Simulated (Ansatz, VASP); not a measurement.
**SnO2: VASP beside Ansatz**

The input POSCAR:

```
SnO2
1.0
    4.7880040000      0.0000000000      0.0000000000
    0.0000000000      4.8665820000      0.0000000000
    0.0000000000      0.0000000000      3.2408980000
Sn O
2 4
Direct
    0.5000000000      0.5000000000      0.5000000000
    0.0000000000      0.0000000000      0.0000000000
    0.2918550000      0.3210420000      0.0000000000
    0.7918550000      0.1789580000      0.5000000000
    0.2081450000      0.8210420000      0.5000000000
    0.7081450000      0.6789580000      0.0000000000
```

Contents of INCAR.step1:

```
  ALGO = Normal
  EDIFF = 1E-4
  ENCUT = 600
  GGA = PE
  ISMEAR = 0
  LASPH = T
  LCHARG = F
  LREAL = F
  LWAVE = T
  NELM = 100
  PREC = Accurate
  SIGMA = 0.1
```

The input INCAR.step2:

```
  ALGO = Normal
  EDIFF = 1E-7
  EDIFFG = -0.05
  ENCUT = 600
  IBRION = 2
  ISIF = 3
  ISMEAR = 0
  ISTART = 1
  LASPH = T
  LCHARG = F
  LMIXTAU = T
  LREAL = F
  LWAVE = F
  METAGGA = R2SCAN
  NELM = 100
  NSW = 100
  PREC = Accurate
  SIGMA = 0.1
```

The input KPOINTS:

```
k-points
0
Gamma
  4 4 6
```

Input for Ansatz:

```yaml
crystal:
  lattice:
    - [4.788004, 0.0, 0.0]
    - [0.0, 4.866582, 0.0]
    - [0.0, 0.0, 3.240898]
  atoms:
    - { symbol: Sn, position: [0.5, 0.5, 0.5] }
    - { symbol: Sn, position: [0.0, 0.0, 0.0] }
    - { symbol: O, position: [0.291855, 0.321042, 0.0] }
    - { symbol: O, position: [0.791855, 0.178958, 0.5] }
    - { symbol: O, position: [0.208145, 0.821042, 0.5] }
    - { symbol: O, position: [0.708145, 0.678958, 0.0] }
basis:
  ecutwfc: 500
kpoints:
  mp_grid: { grid: [4, 4, 6] }
hamiltonian:
  xc: r2scan
  pseudopotentials: { kind: paw, azcp: { folder: soft_1 } }
scf:
  occupations: { method: gaussian, width: 0.1 }
output:
  forces: true
  stress: true
  eigenvalues: true
relax:
  adjacent_minimum: "off"
  f_tol: 0.05
  max_steps: 80
  cell: { stress_tol: 0.5 }
```

Alike in both runs: task relaxation of cell and atoms; functional r2SCAN; k mesh 4 × 4 × 6; occupations gaussian, width 0.1 eV; no spin polarisation.

|  | VASP | Ansatz |
| --- | --- | --- |
| version | VASP 6.6.1 | Ansatz 0.2.0 |
| potentials or method | VASP PAW PBE potentials, release 64 (Sn_d, O), cutoff 600 eV | scalar-relativistic, plane waves, PAW |
| valence electrons in the cell | 52 | 52 |

```tsv
	VASP	Ansatz	Ansatz less VASP
gap on the k mesh at the Fermi level, each at its own relaxed structure (eV)	1.75	1.79	+0.037
relaxed volume (Å³/atom)	12.12	12.07	-0.051
relaxed length of the cell vector where the two differ most in proportion (Å)	3.211	3.200	-0.0110
```

VASP's potentials were made for PBE, not for r2SCAN.
